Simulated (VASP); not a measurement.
# Li (P1) in VASP: notebook

Li is run at these levels: PBE; tasks: single point.

All numbers are computed with VASP 6.6.1; they aren't measurements. Logs are shortened: lines on timing, memory, paths and dates and some standing lists are left out, and cuts for length are marked.

## 1. The cell of the first run

The typed cell holds 16 atoms: a = 7.313 Å, b = 7.313 Å, c = 7.313 Å, α = 90.00°, β = 90.00°, γ = 90.00°.

## 2. Single point, PBE

INCAR

```
SYSTEM = Li
PREC = Accurate
ENCUT = 520
EDIFF = 1E-7
ISMEAR = -1
SIGMA = 0.11
LREAL = Auto
LASPH = .True.
NELM = 100
ALGO = Normal
ISIF = 2
LWAVE = .False.
LCHARG = .False.
GGA = PE
NBANDS = 38
```

KPOINTS

```
regular mesh
0
Gamma
  2 2 2
  0 0 0
```

POSCAR

```
Li
1.0
    7.3128730000      0.0000000000      0.0000000000
    0.0000000000      7.3128730000      0.0000000000
    0.0000000000      0.0000000000      7.3128730000
Li
16
Direct
    0.1210468170      0.0611114127      0.0632583117
    0.4837086601      0.0954207738      0.0716134411
   -0.0445105501      0.3332206097      0.0833598505
    0.0927815921      0.0072201445      0.5455311476
    0.3138164713      0.2681299128      0.3515718104
    0.4828334910      0.4018803554      0.0480659243
    0.5177992288      0.0093807181      0.6533820565
    0.7396682535      0.1258465722      0.2725194325
   -0.0630531940      0.3340684297      0.5273166921
    0.2703998825      0.6419501610      0.3685692340
    0.2329727318      0.2984873387      0.7156694776
    0.5933235816      0.4527495555      0.4162385973
    0.6963337118      0.7365367893      0.2082628811
    0.8237665279      0.1241372577      0.8062904962
    0.1873682204      0.7077792818      0.8652960334
    0.8206213892      0.6549272769      0.7912211794
```

Potentials or basis: VASP PAW PBE potentials, release 64 (Li_sv).

Launch:

```sh
cat potpaw_PBE.64/Li_sv/POTCAR > POTCAR
mpirun -np 1 vasp_std > vasp.out
```

OUTCAR:

```text
SYSTEM = Li
   PREC = Accurate
   ENCUT = 520
   EDIFF = 1E-7
   ISMEAR = -1
   LREAL = Auto
   LASPH = .True.
   NELM = 100
   ISIF = 2
   GGA = PE

 ion  position               nearest neighbor table
   1  0.121  0.061  0.063-   3 2.33
   2  0.484  0.095  0.072-   6 2.25   8 2.39
   3  0.955  0.333  0.083-   1 2.33   8 2.59
   4  0.093  0.007  0.546-
   5  0.314  0.268  0.352-  12 2.49
   6  0.483  0.402  0.048-   2 2.25
   7  0.518  0.009  0.653-
   8  0.740  0.126  0.273-   2 2.39   3 2.59
   9  0.937  0.334  0.527-  11 2.58
  10  0.270  0.642  0.369-
  11  0.233  0.298  0.716-   9 2.58
  12  0.593  0.453  0.416-   5 2.49
  13  0.696  0.737  0.208-
  14  0.824  0.124  0.806-
  15  0.187  0.708  0.865-
  16  0.821  0.655  0.791-

  LATTYP: Found a simple cubic cell.
 ALAT       =     7.3128730000

  Lattice vectors:

 A1 = (   7.3128730000,   0.0000000000,   0.0000000000)
 A2 = (   0.0000000000,   7.3128730000,   0.0000000000)
 A3 = (   0.0000000000,   0.0000000000,   7.3128730000)

Analysis of symmetry for initial positions (statically):
=====================================================================
 Subroutine PRICEL returns:
 Original cell was already a primitive cell.

 Routine SETGRP: Setting up the symmetry group for a
 simple cubic supercell.

 Subroutine GETGRP returns: Found  1 space group operations
 (whereof  1 operations were pure point group operations)
 out of a pool of 48 trial point group operations.

The static configuration has the point symmetry C_1 .

Analysis of symmetry for dynamics (positions and initial velocities):
=====================================================================
 Subroutine PRICEL returns:
 Original cell was already a primitive cell.

 Routine SETGRP: Setting up the symmetry group for a
 simple cubic supercell.

 Subroutine GETGRP returns: Found  1 space group operations
 (whereof  1 operations were pure point group operations)
 out of a pool of 48 trial point group operations.

The dynamic configuration has the point symmetry C_1 .

 Subroutine INISYM returns: Found  1 space group operations
 (whereof  1 operations are pure point group operations),
 and found     1 'primitive' translations

----------------------------------------------------------------------------------------

                                     Primitive cell

  volume of cell :     391.0786

  direct lattice vectors                    reciprocal lattice vectors
     7.312873000  0.000000000  0.000000000     0.136745162  0.000000000  0.000000000
     0.000000000  7.312873000  0.000000000     0.000000000  0.136745162  0.000000000
     0.000000000  0.000000000  7.312873000     0.000000000  0.000000000  0.136745162

  length of vectors
     7.312873000  7.312873000  7.312873000     0.136745162  0.136745162  0.136745162

  position of ions in fractional coordinates (direct lattice)
     0.121046817  0.061111413  0.063258312
     0.483708660  0.095420774  0.071613441
     0.955489450  0.333220610  0.083359851
     0.092781592  0.007220145  0.545531148
     0.313816471  0.268129913  0.351571810
     0.482833491  0.401880355  0.048065924
[... 8 lines left out ...]
     0.187368220  0.707779282  0.865296033
     0.820621389  0.654927277  0.791221179

  ion indices of the primitive-cell ions
   primitive index   ion index
                 1           1
                 2           2
                 3           3
                 4           4
                 5           5
                 6           6
[... 8 lines left out ...]
                15          15
                16          16

----------------------------------------------------------------------------------------

 KPOINTS: regular mesh

Automatic generation of k-mesh.
 Grid dimensions read from file:
 generate k-points for:    2    2    2

 Generating k-lattice:

  Cartesian coordinates                     Fractional coordinates (reciprocal lattice)
     0.068372581  0.000000000  0.000000000     0.500000000  0.000000000  0.000000000
     0.000000000  0.068372581  0.000000000     0.000000000  0.500000000  0.000000000
     0.000000000  0.000000000  0.068372581     0.000000000  0.000000000  0.500000000

  Length of vectors
     0.068372581  0.068372581  0.068372581

  Shift w.r.t. Gamma in fractional coordinates (k-lattice)
     0.000000000  0.000000000  0.000000000

 Subroutine IBZKPT returns following result:
 ===========================================

 Found      8 irreducible k-points:

 Following reciprocal coordinates:
            Coordinates               Weight
  0.000000  0.000000  0.000000      1.000000
  0.500000  0.000000  0.000000      1.000000
  0.000000  0.500000  0.000000      1.000000
  0.000000  0.000000  0.500000      1.000000
  0.500000  0.500000  0.000000      1.000000
  0.000000  0.500000  0.500000      1.000000
  0.500000  0.000000  0.500000      1.000000
  0.500000  0.500000  0.500000      1.000000
   k-points           NKPTS =      8   k-points in BZ     NKDIM =      8   number of bands    NBANDS=     38
   number of dos      NEDOS =    301   number of ions     NIONS =     16
   total plane-waves  NPLWV = 157464
   dimension x,y,z NGX =    54 NGY =   54 NGZ =   54
   dimension x,y,z NGXF=   108 NGYF=  108 NGZF=  108
   ions per type =              16
   NGX,Y,Z   is equivalent  to a cutoff of  12.28, 12.28, 12.28 a.u.
   NGXF,Y,Z  is equivalent  to a cutoff of  24.55, 24.55, 24.55 a.u.
 SYSTEM =  Li
   PREC   = accura    normal or accurate (medium, high low for compatibility)
   ISTART =      0    job   : 0-new  1-cont  2-samecut
   ICHARG =      2    charge: 1-file 2-atom 10-const
   ISPIN  =      1    spin polarized calculation?
   LNONCOLLINEAR =      F non collinear calculations
   LSORBIT =      F    spin-orbit coupling
   LASPH  =      T    aspherical Exc in radial PAW
   ENCUT  =  520.0 eV  38.22 Ry    6.18 a.u.  13.60 13.60 13.60*2*pi/ulx,y,z
   NELM   =    100;   NELMIN=  2; NELMDL= -5     # of ELM steps
   EDIFF  = 0.1E-06   stopping-criterion for ELM
   LREAL  =      T    real-space projection
   EDIFFG = 0.1E-05   stopping-criterion for IOM
   NSW    =      0    number of steps for IOM
   IBRION =     -1    ionic relax: 0-MD 1-quasi-New 2-CG
   NFREE  =      0    steps in history (QN), initial steepest desc. (CG)
   ISIF   =      2    stress and relaxation
   ISYM   =      2    0-nonsym 1-usesym 2-fastsym
   POTIM  = 0.5000    time-step for ionic-motion
   TEBEG  =    0.0;   TEEND  =   0.0 temperature during run
   PSTRESS=    0.0 pullay stress
   NELECT =      48.0000    total number of electrons
   NUPDOWN=      -1.0000    fix difference up-down
   EMIN   =  10.00;   EMAX   =-10.00  energy-range for DOS
   EFERMI =   0.00;   METHOD = LEGACY
   ISMEAR =    -1;   SIGMA  =   0.11  broadening in eV -4-tet -1-fermi 0-gaus
   EFERMI_NEDOS =   21; number of points for ismear=-14 and -15
   IALGO  =     38    algorithm
   IMIX   =      4    mixing-type and parameters
     AMIX     =   0.40;   BMIX     =  1.00
     AMIX_MAG =   1.60;   BMIX_MAG =  1.00
  volume/ion in A,a.u.               =      24.44       164.95
  Fermi-wavevector in a.u.,A,eV,Ry     =   0.813581  1.537444  9.005877  0.661913
  Thomas-Fermi vector in A             =   1.923332
   LORBIT       =      0    0 simple, 1 ext, 2 COOP (PROOUT), +10 PAW based schemes
   GGA     = PE    functional components
   LHFCALC =     F    Hartree Fock is set to
   AEXX    =    0.0000 exact exchange contribution
   IVDW    =     0    specifies the selected vdW correction
   LEPSILON=     F    determine dielectric tensor
   LRPA    =     F    only Hartree local field effects (RPA)
 non-spin polarized calculation
  energy-cutoff  :      520.00
  volume of cell :      391.08
 maximum number of plane-waves:     10568
   NGX = 27   NGY = 27   NGZ = 27

 number of electron      48.0000003 magnetization

 Free energy of the ion-electron system (eV)
  ---------------------------------------------------
  ext. energy  EPLUGINS =         0.00000000
  ---------------------------------------------------
  free energy    TOTEN  =       -27.22173430 eV

  energy without entropy =      -26.91554200  energy(sigma->0) =      -27.06863815

 E-fermi :  -0.0376     XC(G=0):  -6.5245

 val. band max:       -0.0566481163   @ k =   0.0000   0.5000   0.5000
 cond. band min:      -0.0372443751   @ k =   0.5000   0.0000   0.5000
 fundamental gap:      0.0194037412
 Fermi energy:        -0.0376093182

 k-point     1 :       0.0000    0.0000    0.0000
  band No.  band energies     occupation
      1     -47.4001      2.00000
      2     -47.3915      2.00000
      3     -47.2710      2.00000
      4     -47.1777      2.00000
      5     -47.0555      2.00000
      6     -46.7924      2.00000
[... 28 lines left out ...]
     35       2.5961      0.00000
     36       3.1081      0.00000

 k-point     2 :       0.5000    0.0000    0.0000
  band No.  band energies     occupation
      1     -47.4001      2.00000
      2     -47.3915      2.00000
      3     -47.2710      2.00000
      4     -47.1777      2.00000
      5     -47.0556      2.00000
      6     -46.7923      2.00000
[... 28 lines left out ...]
     35       2.6651      0.00000
     36       2.8927      0.00000

 k-point     3 :       0.0000    0.5000    0.0000
  band No.  band energies     occupation
      1     -47.4001      2.00000
      2     -47.3915      2.00000
      3     -47.2710      2.00000
      4     -47.1777      2.00000
      5     -47.0556      2.00000
      6     -46.7924      2.00000
[... 28 lines left out ...]
     35       2.7648      0.00000
     36       2.8941      0.00000

 k-point     4 :       0.0000    0.0000    0.5000
  band No.  band energies     occupation
      1     -47.4001      2.00000
      2     -47.3915      2.00000
      3     -47.2710      2.00000
      4     -47.1777      2.00000
      5     -47.0556      2.00000
      6     -46.7924      2.00000
[... 28 lines left out ...]
     35       2.5594      0.00000
     36       2.8380      0.00000

 k-point     5 :       0.5000    0.5000    0.0000
  band No.  band energies     occupation
      1     -47.4001      2.00000
      2     -47.3915      2.00000
      3     -47.2711      2.00000
      4     -47.1777      2.00000
      5     -47.0556      2.00000
      6     -46.7924      2.00000
[... 28 lines left out ...]
     35       3.3530      0.00000
     36       3.4851      0.00000

 k-point     6 :       0.0000    0.5000    0.5000
  band No.  band energies     occupation
      1     -47.4001      2.00000
      2     -47.3915      2.00000
      3     -47.2711      2.00000
      4     -47.1777      2.00000
      5     -47.0556      2.00000
      6     -46.7924      2.00000
[... 28 lines left out ...]
     35       3.1467      0.00000
     36       3.6043      0.00000

 k-point     7 :       0.5000    0.0000    0.5000
  band No.  band energies     occupation
      1     -47.4001      2.00000
      2     -47.3915      2.00000
      3     -47.2711      2.00000
      4     -47.1777      2.00000
      5     -47.0556      2.00000
      6     -46.7923      2.00000
[... 28 lines left out ...]
     35       3.2539      0.00000
     36       3.6276      0.00000

 k-point     8 :       0.5000    0.5000    0.5000
  band No.  band energies     occupation
      1     -47.4001      2.00000
      2     -47.3915      2.00000
      3     -47.2711      2.00000
      4     -47.1777      2.00000
      5     -47.0556      2.00000
      6     -46.7923      2.00000
[... 28 lines left out ...]
     35       2.8080      0.00000
     36       3.1648      0.00000
 [bands above 36 left out]

------------------------ aborting loop because EDIFF is reached ----------------------------------------

  FORCE on cell =-STRESS in cart. coord.  units (eV):
  Direction    XX          YY          ZZ          XY          YZ          ZX
  --------------------------------------------------------------------------------------
  -------------------------------------------------------------------------------------
  Total        0.0361696      2.2569329     -2.8584059     -0.2719821      0.9809841      1.9278520
  in kB        0.1481801      9.2462394    -11.7103640     -1.1142607      4.0189116      7.8980554
  external PRESSURE =      -0.7719815 kB  Pullay stress =       0.0000000 kB

 VOLUME and BASIS-vectors are now :
 -----------------------------------------------------------------------------
  energy-cutoff  :      520.00
  volume of cell :      391.08
      direct lattice vectors                 reciprocal lattice vectors
     7.312873000  0.000000000  0.000000000     0.136745162  0.000000000  0.000000000
     0.000000000  7.312873000  0.000000000     0.000000000  0.136745162  0.000000000
     0.000000000  0.000000000  7.312873000     0.000000000  0.000000000  0.136745162

 POSITION                                       TOTAL-FORCE (eV/Angst)
 -----------------------------------------------------------------------------------
      0.88520      0.44690      0.46260         0.089084     -0.659619     -0.007666
      3.53730      0.69780      0.52370        -0.120577     -1.073756     -0.443254
      6.98737      2.43680      0.60960        -0.057088      1.137006      0.063949
      0.67850      0.05280      3.98940        -0.128400     -0.574249     -0.192622
      2.29490      1.96080      2.57100        -0.410141     -0.436865     -0.030317
      3.53090      2.93890      0.35150         0.138192      0.877561     -0.441554
[... 8 lines left out ...]
      1.37020      5.17590      6.32780         0.337179     -0.036685     -0.003873
      6.00110      4.78940      5.78610        -0.286321     -0.027950     -0.116898
 -----------------------------------------------------------------------------------
    total drift:                                0.004304     -0.002021     -0.007057

  FREE ENERGIE OF THE ION-ELECTRON SYSTEM (eV)
  ---------------------------------------------------
  free  energy   TOTEN  =       -27.2217343049 eV

  energy  without entropy=      -26.9155420020  energy(sigma->0) =      -27.06863815
```

Run time: 77 s. Hardware: 1 thread of Intel Xeon 6975P-C (Granite Rapids), shared host; peak memory 0.38 GiB.

Results:

```
Free energy            : -27.2217 eV
Largest force          : 1.168 eV/Å
Band gap on the k mesh : zero (band 24 reaches 0.40 eV, above the bottom of band 25 at -0.31 eV)
```

Forces on the atoms (eV/Å):
```
Li   0.089 -0.660 -0.008
Li  -0.121 -1.074 -0.443
Li  -0.057  1.137  0.064
Li  -0.128 -0.574 -0.193
Li  -0.410 -0.437 -0.030
Li   0.138  0.878 -0.442
Li  -0.233 -0.107 -0.337
Li   0.266 -0.185  0.554
Li  -0.017  0.528 -0.273
Li  -0.271  0.307 -0.090
Li   0.319  0.247  0.645
Li   0.249 -0.138  0.566
Li   0.172  0.177 -0.145
Li  -0.046 -0.035  0.253
Li   0.337 -0.037 -0.004
Li  -0.286 -0.028 -0.117
```

Caveat: the k points lie up to 0.43 Å⁻¹ apart; the cutoff is under 1.25 times the usual one of these potentials, so pressure, stress and relaxed cells hold a basis-set (Pulay) error; forces of over 1 eV/Å act on the atoms, so gaps and moduli don't describe the material at rest.

(Continued in part 2 of 2.)
